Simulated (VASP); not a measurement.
A run of VASP 6.6.1 is set up as follows.

Contents of INCAR:

```
  PREC = Accurate
  ENCUT = 520
  EDIFF = 1E-6
  ISMEAR = 0
  SIGMA = 0.1
  LREAL = F
  LASPH = T
  NELM = 100
  ALGO = Normal
  ISIF = 2
  LWAVE = F
  LCHARG = F
  GGA = PE
  NBANDS = 22
```

File KPOINTS:

```
regular mesh
0
Gamma
  6 6 4
```

POSCAR

```
CaGeN
1.0
    3.5504661500      0.0000000000      0.0000000000
    0.0000000000      3.5504661500      0.0000000000
    0.0000000000      0.0000000000      4.4878574300
Ca Ge N
1 1 1
Direct
    0.0000000000      0.0000000000      0.0000000000
    0.0000000000      0.0000000000      0.5000000000
    0.5000000000      0.5000000000      0.5000000000
```

Potentials or basis: VASP PAW PBE potentials, release 64 (Ca_sv, Ge_d, N).

Command:

```bash
$ cat potpaw_PBE.64/Ca_sv/POTCAR potpaw_PBE.64/Ge_d/POTCAR potpaw_PBE.64/N/POTCAR > POTCAR
$ mpirun -np 1 vasp_std > vasp.out
```

(1) Predict the pressure.

## Answers

(1) 13.1 GPa.
